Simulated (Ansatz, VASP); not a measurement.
# One calculation of SiBF, two programs

```
Si B F
1.0
     2.19322    0.00000    0.00000
     0.00000    3.70875    0.00000
     0.00000    0.00000    5.26552
Si B F
1 1 1
Direct
  0.00000 0.50000 0.00000
  0.00000 0.00000 0.50000
  0.00000 0.00000 0.00000
```

Alike in both runs: functional PBE; k mesh 8 × 6 × 4; occupations gaussian, width 0.1 eV; no spin polarisation.

Ansatz relaxed the structure, and its values are those at the end. VASP's run is a single point on that final structure, the one shown.

|  | VASP | Ansatz |
| --- | --- | --- |
| version | VASP 6.6.1 | Ansatz 0.2.0 |
| potentials or method | VASP PAW PBE potentials, release 64 (Si, B, F), cutoff 520 eV | scalar-relativistic, plane waves, PAW |
| valence electrons in the cell | 14 | 14 |

|  | VASP | Ansatz | Ansatz less VASP |
| --- | --- | --- | --- |
| gap on the k mesh at the Fermi level (eV) | none | none | - |
| pressure (GPa) | 0.2 | 0.2 | +0.03 |

A gap of «none» marks a metal or a gap that the smearing closes. With one functional, cell and mesh, what is left measures potentials, basis and numerics.
